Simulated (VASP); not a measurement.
# GaP (l) (F-43m) in VASP: single point with LDA

Aim: the single point of GaP (l) with LDA.

Everything below comes from runs of VASP 6.6.1. Logs are shortened: lines on timing, memory, paths and dates and some standing lists are left out, and cuts for length are marked.

**1. The cell of the first run**

Symmetry: F-43m, No. 216, cubic system. Conventional cell: a = 5.391 Å, b = 5.391 Å, c = 5.391 Å, α = 90.00°, β = 90.00°, γ = 90.00°. Within 3.1 Å of Ga (site symmetry -43m) lie 4 P at 2.33 Å. P (site symmetry -43m) has 4 Ga at 2.33 Å within 3.1 Å.

**2. Single point, LDA**

INCAR reads:

```
  ALGO = Normal
  EDIFF = 1E-6
  ENCUT = 500
  GGA = CA
  GGA_COMPAT = False
  ISIF = 2
  ISMEAR = 0
  LASPH = True
  LCHARG = True
  LELF = True
  LREAL = False
  LVHAR = True
  LWAVE = False
  NBANDS = 16
  NELM = 120
  PREC = Accurate
  SIGMA = 0.02
```

KPOINTS reads:

```
k-points
0
Gamma
  8 8 8
```

POSCAR reads:

```
GaP
1.0
    0.0000000000      2.6956550235      2.6956550235
    2.6956550235      0.0000000000      2.6956550235
    2.6956550235      2.6956550235      0.0000000000
Ga P
1 1
Direct
    0.0000000000      0.0000000000      0.0000000000
    0.2500000000      0.2500000000      0.2500000000
```

Potentials or basis: VASP PAW LDA potentials, release 64 (Ga_d, P).

On the command line:

```
$ cat potpaw_LDA.64/Ga_d/POTCAR potpaw_LDA.64/P/POTCAR > POTCAR
$ mpirun -np 1 vasp_std > vasp.out
```

OUTCAR:

```text
EDIFF = 1E-6
   ENCUT = 500
   GGA = CA
   ISIF = 2
   ISMEAR = 0
   LASPH = True
   LREAL = False
   NELM = 120
   PREC = Accurate

 ion  position               nearest neighbor table
   1  0.000  0.000  0.000-   2 2.33   2 2.33   2 2.33   2 2.33
   2  0.250  0.250  0.250-   1 2.33   1 2.33   1 2.33   1 2.33

  LATTYP: Found a face centered cubic cell.
 ALAT       =     5.3913100470

  Lattice vectors:

 A1 = (   0.0000000000,   2.6956550235,   2.6956550235)
 A2 = (   2.6956550235,   0.0000000000,   2.6956550235)
 A3 = (   2.6956550235,   2.6956550235,   0.0000000000)

Analysis of symmetry for initial positions (statically):
=====================================================================
 Subroutine PRICEL returns:
 Original cell was already a primitive cell.

 Routine SETGRP: Setting up the symmetry group for a
 face centered cubic supercell.

 Subroutine GETGRP returns: Found 24 space group operations
 (whereof 24 operations were pure point group operations)
 out of a pool of 48 trial point group operations.

The static configuration has the point symmetry T_d .

Analysis of symmetry for dynamics (positions and initial velocities):
=====================================================================
 Subroutine PRICEL returns:
 Original cell was already a primitive cell.

 Routine SETGRP: Setting up the symmetry group for a
 face centered cubic supercell.

 Subroutine GETGRP returns: Found 24 space group operations
 (whereof 24 operations were pure point group operations)
 out of a pool of 48 trial point group operations.

The dynamic configuration has the point symmetry T_d .

 Subroutine INISYM returns: Found 24 space group operations
 (whereof 24 operations are pure point group operations),
 and found     1 'primitive' translations

----------------------------------------------------------------------------------------

                                     Primitive cell

  volume of cell :      39.1763

  direct lattice vectors                    reciprocal lattice vectors
     0.000000000  2.695655024  2.695655024    -0.185483675  0.185483675  0.185483675
     2.695655024  0.000000000  2.695655024     0.185483675 -0.185483675  0.185483675
     2.695655024  2.695655024  0.000000000     0.185483675  0.185483675 -0.185483675

  length of vectors
     3.812231894  3.812231894  3.812231894     0.321267149  0.321267149  0.321267149

[... 79 lines left out ...]
   NELM   =    120;   NELMIN=  2; NELMDL= -5     # of ELM steps
   EDIFF  = 0.1E-05   stopping-criterion for ELM
   LREAL  =      F    real-space projection
   EDIFFG = 0.1E-04   stopping-criterion for IOM
   NSW    =      0    number of steps for IOM
   IBRION =     -1    ionic relax: 0-MD 1-quasi-New 2-CG
   NFREE  =      0    steps in history (QN), initial steepest desc. (CG)
   ISIF   =      2    stress and relaxation
   ISYM   =      2    0-nonsym 1-usesym 2-fastsym
   POTIM  = 0.5000    time-step for ionic-motion
   TEBEG  =    0.0;   TEEND  =   0.0 temperature during run
   PSTRESS=    0.0 pullay stress
   NELECT =      18.0000    total number of electrons
   NUPDOWN=      -1.0000    fix difference up-down
   EMIN   =  10.00;   EMAX   =-10.00  energy-range for DOS
   EFERMI =   0.00;   METHOD = LEGACY
   ISMEAR =     0;   SIGMA  =   0.02  broadening in eV -4-tet -1-fermi 0-gaus
   EFERMI_NEDOS =   21; number of points for ismear=-14 and -15
   IALGO  =     38    algorithm
   IMIX   =      4    mixing-type and parameters
     AMIX     =   0.40;   BMIX     =  1.00
     AMIX_MAG =   1.60;   BMIX_MAG =  1.00
  volume/ion in A,a.u.               =      19.59       132.19
  Fermi-wavevector in a.u.,A,eV,Ry     =   1.263256  2.387208 21.712390  1.595816
  Thomas-Fermi vector in A             =   2.396622
   LORBIT       =      0    0 simple, 1 ext, 2 COOP (PROOUT), +10 PAW based schemes
   GGA     = CA    functional components
   LHFCALC =     F    Hartree Fock is set to
   AEXX    =    0.0000 exact exchange contribution
   IVDW    =     0    specifies the selected vdW correction
   LEPSILON=     F    determine dielectric tensor
   LRPA    =     F    only Hartree local field effects (RPA)
 non-spin polarized calculation
 Gauss-broadening in eV      SIGMA  =   0.02
  energy-cutoff  :      500.00
  volume of cell :       39.18
 maximum number of plane-waves:      1006
   NGX = 13   NGY = 13   NGZ = 13

 number of electron      17.9999998 magnetization

 Free energy of the ion-electron system (eV)
  ---------------------------------------------------
  ext. energy  EPLUGINS =         0.00000000
  ---------------------------------------------------
  free energy    TOTEN  =       -10.45066246 eV

  energy without entropy =      -10.45066246  energy(sigma->0) =      -10.45066246

 E-fermi :   4.9422     XC(G=0): -10.3108

 val. band max:        4.8485065301   @ k =   0.0000   0.0000   0.0000
 cond. band min:       6.2781290427   @ k =   0.5000   0.5000   0.0000
 fundamental gap:      1.4296225126
 Fermi energy:         4.9421710677

 k-point     1 :       0.0000    0.0000    0.0000
  band No.  band energies     occupation
      1      -9.9174      2.00000
      2      -9.9174      2.00000
      3      -9.9174      2.00000
      4      -9.8091      2.00000
      5      -9.8091      2.00000
      6      -7.9120      2.00000
[... 433 lines left out ...]
      3      -9.8704      2.00000
      4      -9.8151      2.00000
      5      -9.8011      2.00000
      6      -5.2877      2.00000
[... 8 lines left out ...]
     15      16.8443      0.00000
     16      17.4333      0.00000

 [... further k-points ...]

------------------------ aborting loop because EDIFF is reached ----------------------------------------

  FORCE on cell =-STRESS in cart. coord.  units (eV):
  Direction    XX          YY          ZZ          XY          YZ          ZX
  --------------------------------------------------------------------------------------
  -------------------------------------------------------------------------------------
  Total        0.0180732      0.0180732      0.0180732      0.0000000      0.0000000     -0.0000000
  in kB        0.7391318      0.7391318      0.7391318      0.0000000      0.0000000     -0.0000000
  external PRESSURE =       0.7391318 kB  Pullay stress =       0.0000000 kB

 VOLUME and BASIS-vectors are now :
 -----------------------------------------------------------------------------
  energy-cutoff  :      500.00
  volume of cell :       39.18
      direct lattice vectors                 reciprocal lattice vectors
     0.000000000  2.695655024  2.695655024    -0.185483675  0.185483675  0.185483675
     2.695655024  0.000000000  2.695655024     0.185483675 -0.185483675  0.185483675
     2.695655024  2.695655024  0.000000000     0.185483675  0.185483675 -0.185483675

 POSITION                                       TOTAL-FORCE (eV/Angst)
 -----------------------------------------------------------------------------------
      0.00000      0.00000      0.00000         0.000000      0.000000      0.000000
      1.34783      1.34783      1.34783        -0.000000     -0.000000     -0.000000
 -----------------------------------------------------------------------------------
    total drift:                                0.000000      0.000000      0.000000

  FREE ENERGIE OF THE ION-ELECTRON SYSTEM (eV)
  ---------------------------------------------------
  free  energy   TOTEN  =       -10.4506624589 eV

  energy  without entropy=      -10.4506624589  energy(sigma->0) =      -10.45066246
```

stdout:

```text
POSCAR found type information on POSCAR GaP
 POSCAR found :  2 types and       2 ions
 scaLAPACK will be used
 LDA part: xc-table for (Slater(with rela. corr.)+CA(PZ))
 , standard interpolation
 POSCAR, INCAR and KPOINTS ok, starting setup
 FFT: planning ... GRIDC
 FFT: planning ... GRID_SOFT
 FFT: planning ... GRID
 WAVECAR not read
 entering main loop
```

Wall time 22 s (1 thread of Intel Xeon Platinum 8375C at 2.90GHz (Ice Lake), shared host); peak memory 0.14 GiB.

What came out:

```yaml
Free_energy: -10.4507 eV
Pressure: 0.1 GPa
Band_gap_on_the_k_mesh: 1.43 eV, indirect (least direct gap 1.91 eV)
```

A k mesh can miss the band edges. Expect the measured gap to be larger: semilocal functionals such as LDA lack the derivative discontinuity.
